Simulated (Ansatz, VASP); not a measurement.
AlSiN: VASP beside Ansatz

INCAR

```
PREC = Accurate ; ENCUT = 600
EDIFF = 1E-7 ; ISMEAR = 0
SIGMA = 0.1 ; LREAL = F
LASPH = T ; NELM = 120
ALGO = Normal ; ISIF = 3
LWAVE = F ; LCHARG = F
GGA = PE ; IBRION = 2
NSW = 90 ; EDIFFG = -0.04
GGA_COMPAT = F ; NELMIN = 4
```

The input KPOINTS:

```
Automatic mesh
0
Gamma
  6 6 6
```

POSCAR

```
AlSiN
1.0
    3.6457866300      0.0000000000      0.0000000000
   -1.8228933200      3.1573438400      0.0000000000
    0.0000000000      0.0000000000      3.6615969000
Al Si N
1 1 1
Direct
    0.6666666700      0.3333333300      0.5000000000
    0.0000000000      0.0000000000      0.0000000000
    0.3333333300      0.6666666700      0.5000000000
```

Input for Ansatz:

```yaml
crystal:
  lattice:
    - [3.64578663, 0.0, 0.0]
    - [-1.82289332, 3.15734384, 0.0]
    - [0.0, 0.0, 3.6615969]
  atoms:
    - { symbol: Al, position: [0.66666667, 0.33333333, 0.5] }
    - { symbol: Si, position: [0.0, 0.0, 0.0] }
    - { symbol: "N", position: [0.33333333, 0.66666667, 0.5] }
basis:
  ecutwfc: 420
kpoints:
  mp_grid: { grid: [6, 6, 6] }
hamiltonian:
  xc: pbe
scf:
  occupations: { method: gaussian, width: 0.1 }
  lower_state_search: "off"
output:
  forces: true
  stress: true
  eigenvalues: true
relax:
  adjacent_minimum: "off"
  f_tol: 0.04
  max_steps: 70
  cell: { stress_tol: 0.4 }
```

Change from the starting cell: species swapped into the CeCuSi type (P-6m2, No. 187).

Alike in both runs: task relaxation of cell and atoms; functional PBE; k mesh 6 × 6 × 6; occupations gaussian, width 0.1 eV; no spin polarisation.

|  | VASP | Ansatz |
| --- | --- | --- |
| version | VASP 6.6.1 | Ansatz 0.2.0 |
| potentials or method | VASP PAW PBE potentials, release 64 (Al, Si, N), cutoff 600 eV | scalar-relativistic, plane waves, PAW |
| valence electrons in the cell | 12 | 12 |

|  | VASP | Ansatz | Ansatz less VASP |
| --- | --- | --- | --- |
| gap on the k mesh at the Fermi level, each at its own relaxed structure (eV) | none | none | - |
| relaxed volume (Å³/atom) | 14.79 | 17.40 | +2.610 |
| relaxed length of the cell vector where the two differ most in proportion (Å) | 5.368 | 6.427 | +1.0595 |

A gap of «none» marks a metal or a gap that the smearing closes. One of these differences is far larger than is usual between the two programs; its cause wasn't traced.
